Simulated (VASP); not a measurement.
Wanted: the native input for a VASP 6.6.1 run.

```yaml
Task: single point
Functional: r2SCAN
Potentials_or_basis: VASP PAW PBE potentials, release 64 (Si, C)
Cutoff: 520 eV
k_mesh: 1 × 1 × 1
Occupations: fermi-dirac, width 0.05 eV
Spin: no spin polarisation
Dipole_correction: no
Further_INCAR_settings: LREAL = Auto; ALGO = Normal; EDIFF = 1e-06; NBANDS = 166
```

Si15C:

```
Si C
1.0
    10.61849    0.00000    0.00000
     0.00000   10.61849    0.00000
     0.00000    0.00000   10.61849
Si C
60 4
Direct
  0.02502 0.01276 0.02526
  0.02758 0.98460 0.46942
  0.00181 0.50226 0.00206
  0.00136 0.49843 0.49635
  0.46914 0.98467 0.02784
  0.49374 0.00234 0.49399
  0.49611 0.49847 0.00163
  0.49733 0.50664 0.49757
  0.12453 0.11892 0.61689
  0.12886 0.63449 0.12913
  0.12678 0.63475 0.61481
  0.61666 0.11894 0.12477
  0.62514 0.12535 0.62538
  0.61452 0.63481 0.12710
  0.62498 0.62723 0.62526
  0.23421 0.21959 0.02774
  0.25201 0.24401 0.49391
  0.26229 0.77546 0.02536
  0.23428 0.77784 0.46948
  0.74808 0.24651 0.00157
  0.75636 0.24762 0.49753
  0.75186 0.75220 0.00211
  0.74813 0.75168 0.49640
  0.36856 0.36700 0.12477
  0.37498 0.37542 0.62534
  0.36859 0.87485 0.61693
  0.88441 0.36493 0.12701
  0.87687 0.37536 0.62522
  0.88414 0.87925 0.12911
  0.88447 0.87715 0.61479
  0.24893 0.99928 0.74879
  0.24893 0.49890 0.24918
  0.24935 0.50515 0.75506
  0.74854 0.99928 0.24918
  0.75483 0.99966 0.75507
  0.75481 0.50516 0.24959
  0.74903 0.49939 0.74929
  0.35224 0.10247 0.35244
  0.36808 0.11847 0.88578
  0.36811 0.63584 0.36839
  0.37351 0.63626 0.88616
  0.88557 0.11844 0.36832
  0.88587 0.12395 0.88610
  0.88590 0.63624 0.37379
  0.87423 0.62465 0.87451
  0.02752 0.21957 0.23444
  0.00135 0.24648 0.74831
  0.02508 0.77543 0.26258
  0.00183 0.75218 0.75213
  0.49369 0.24404 0.25226
  0.49730 0.24764 0.75658
  0.46915 0.77790 0.23461
  0.49615 0.75171 0.74840
  0.12452 0.36698 0.36880
  0.12675 0.36494 0.88464
  0.12885 0.87925 0.88439
  0.62513 0.37543 0.37524
  0.62496 0.37538 0.87713
  0.61669 0.87487 0.36885
  0.61453 0.87720 0.88474
  0.14533 0.09461 0.14552
  0.34410 0.89578 0.14574
  0.23911 0.98922 0.23924
  0.14544 0.89566 0.34446
```

These files were run (other wordings do the same):

POSCAR

```
Si15C
1.0
   10.6184900000      0.0000000000      0.0000000000
    0.0000000000     10.6184900000      0.0000000000
    0.0000000000      0.0000000000     10.6184900000
Si C
60 4
Direct
    0.0250200000      0.0127550000      0.0252620000
    0.0275800000      0.9846010000      0.4694180000
    0.0018070000      0.5022560000      0.0020590000
    0.0013570000      0.4984310000      0.4963460000
    0.4691390000      0.9846730000      0.0278380000
    0.4937380000      0.0023420000      0.4939940000
    0.4961060000      0.4984730000      0.0016260000
    0.4973270000      0.5066390000      0.4975720000
    0.1245300000      0.1189150000      0.6168880000
    0.1288610000      0.6344880000      0.1291290000
    0.1267820000      0.6347520000      0.6148100000
    0.6166630000      0.1189430000      0.1247680000
    0.6251430000      0.1253490000      0.6253780000
    0.6145170000      0.6348120000      0.1270970000
    0.6249830000      0.6272350000      0.6252610000
    0.2342120000      0.2195870000      0.0277390000
    0.2520140000      0.2440100000      0.4939070000
    0.2622880000      0.7754560000      0.0253620000
    0.2342810000      0.7778350000      0.4694780000
    0.7480850000      0.2465100000      0.0015720000
    0.7563630000      0.2476160000      0.4975300000
    0.7518590000      0.7521970000      0.0021070000
    0.7481270000      0.7516810000      0.4964030000
    0.3685590000      0.3669950000      0.1247670000
    0.3749830000      0.3754200000      0.6253440000
    0.3685880000      0.8748520000      0.6169290000
    0.8844090000      0.3649320000      0.1270090000
    0.8768660000      0.3753590000      0.6252210000
    0.8841410000      0.8792530000      0.1291140000
    0.8844670000      0.8771520000      0.6147870000
    0.2489340000      0.9992750000      0.7487900000
    0.2489320000      0.4989010000      0.2491780000
    0.2493500000      0.5051530000      0.7550580000
    0.7485390000      0.9992830000      0.2491750000
    0.7548290000      0.9996610000      0.7550690000
    0.7548140000      0.5051650000      0.2495920000
    0.7490310000      0.4993900000      0.7492870000
    0.3522380000      0.1024660000      0.3524380000
    0.3680840000      0.1184680000      0.8857840000
    0.3681100000      0.6358410000      0.3683950000
    0.3735130000      0.6362580000      0.8861600000
    0.8855690000      0.1184410000      0.3683240000
    0.8858670000      0.1239520000      0.8861030000
    0.8859020000      0.6362410000      0.3737900000
    0.8742300000      0.6246480000      0.8745140000
    0.0275190000      0.2195720000      0.2344420000
    0.0013450000      0.2464830000      0.7483080000
    0.0250750000      0.7754260000      0.2625820000
    0.0018270000      0.7521820000      0.7521300000
    0.4936940000      0.2440410000      0.2522580000
    0.4973010000      0.2476410000      0.7565810000
    0.4691550000      0.7778990000      0.2346140000
    0.4961460000      0.7517080000      0.7483960000
    0.1245230000      0.3669820000      0.3687960000
    0.1267520000      0.3649350000      0.8846400000
    0.1288550000      0.8792500000      0.8843880000
    0.6251300000      0.3754300000      0.3752400000
    0.6249560000      0.3753820000      0.8771270000
    0.6166890000      0.8748720000      0.3688520000
    0.6145260000      0.8771990000      0.8847420000
    0.1453250000      0.0946080000      0.1455230000
    0.3441050000      0.8957770000      0.1457410000
    0.2391070000      0.9892220000      0.2392350000
    0.1454430000      0.8956610000      0.3444560000
```

INCAR.step1

```
SYSTEM = Si15C
PREC     = Accurate       ! precision mode
ENCUT    = 520            ! plane-wave cutoff, eV
ISMEAR   = -1             ! smearing method
SIGMA    = 0.05           ! smearing width, eV
LREAL    = Auto         
LASPH    = .True.         ! aspherical terms in the spheres
NELM     = 80             ! most SCF steps
NBANDS   = 166            ! bands
GGA      = PE             ! functional
ALGO     = Normal         ! electronic algorithm
EDIFF    = 1E-4           ! SCF threshold, eV
LWAVE    = .True.         ! write WAVECAR
LCHARG   = .False.        ! write CHGCAR
```

INCAR.step2

```
SYSTEM = Si15C
PREC     = Accurate       ! precision mode
ENCUT    = 520            ! plane-wave cutoff, eV
EDIFF    = 1E-6           ! SCF threshold, eV
ISMEAR   = -1             ! smearing method
SIGMA    = 0.05           ! smearing width, eV
LREAL    = Auto         
LASPH    = .True.         ! aspherical terms in the spheres
NELM     = 80             ! most SCF steps
ALGO     = Normal         ! electronic algorithm
ISIF     = 2              ! what is computed and relaxed
LWAVE    = .False.        ! write WAVECAR
LCHARG   = .False.        ! write CHGCAR
METAGGA  = R2SCAN         ! meta-GGA
LMIXTAU  = .True.       
NBANDS   = 166            ! bands
ISTART   = 1
```

KPOINTS

```
regular mesh
0
Gamma
  1 1 1
  0 0 0
```

Potentials or basis: VASP PAW PBE potentials, release 64 (Si, C).

Launch:

```console
$ cat potpaw_PBE.64/Si/POTCAR potpaw_PBE.64/C/POTCAR > POTCAR
$ cp INCAR.step1 INCAR
$ mpirun -np 1 vasp_gam > vasp.out
$ cp INCAR.step2 INCAR
$ mpirun -np 1 vasp_gam > vasp.out
```

It gave:

- Pressure: 0.9 GPa
- Largest force: 0.391 eV/Å

Caveat: the k points lie up to 0.59 Å⁻¹ apart; the PAW data sets were made with another functional, which shifts forces and pressure a little.

Run time: 34 min on 1 thread of Intel Xeon 8259CL, on a shared host, peak memory 1.1 GiB.
